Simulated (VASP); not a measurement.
Input of a VASP 6.6.1 run:

The input INCAR:

```
  PREC = Accurate
  ENCUT = 520
  EDIFF = 1E-6
  ISMEAR = 0
  SIGMA = 0.15
  LREAL = False
  LASPH = True
  NELM = 60
  ALGO = Fast
  ISIF = 2
  LWAVE = False
  LCHARG = True
  GGA = PS
  LELF = True
  LVHAR = True
  NBANDS = 18
```

File KPOINTS:

```
Automatic mesh
0
Gamma
  18 18 18
```

Contents of POSCAR:

```
ZnCu
1.0
    2.6238288076      0.0000000000      0.0000000000
    0.0000000000      2.6238288076      0.0000000000
    0.0000000000      0.0000000000      3.7100939339
Zn Cu
1 1
Direct
    0.5000000000      0.5000000000      0.5000000000
    0.0000000000      0.0000000000      0.0000000000
```

Potentials or basis: VASP PAW PBE potentials, release 64 (Zn, Cu).

Command:

```bash
$ cat potpaw_PBE.64/Zn/POTCAR potpaw_PBE.64/Cu/POTCAR > POTCAR
$ mpirun -np 1 vasp_std > vasp.out
```

Question: Predict the band gap on the k mesh.

Answer: Zero (an odd number of electrons rules out a gap without spin polarisation).

Question: What does it give for the pressure?

Answer: -4.1 GPa.

Stress tensor (GPa, compression positive):
```
-3.41  0.00  0.00
 0.00 -3.41  0.00
 0.00  0.00 -5.60
```

Caveat: the cell stands under tension; the PAW data sets were made with another functional, which shifts forces and pressure a little.
